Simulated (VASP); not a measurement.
The system is Na.

```
Na
1.0
    -2.11250    2.11250    2.11250
     2.11250   -2.11250    2.11250
     2.11250    2.11250   -2.11250
Na
1
Direct
  0.00000 0.00000 0.00000
```

Base run:

| Quantity | Value |
| --- | --- |
| Program | VASP 6.6.1 |
| Functional | r2SCAN |
| Potentials or basis | VASP PAW PBE potentials, release 64 (Na_pv) |
| Cutoff | 520 eV |
| k mesh | 11 × 11 × 11 |
| Occupations | fermi-dirac, width 1 eV |
| Spin | no spin polarisation |

Its results: pressure 1.5 GPa.

The run is repeated on the same cell with these changes: occupations from fermi-dirac, width 1 eV to gaussian, width 0.3 eV. What comes out?

Pressure 0.1 GPa.

Caveats: the PAW data sets were made with another functional, which shifts forces and pressure a little.
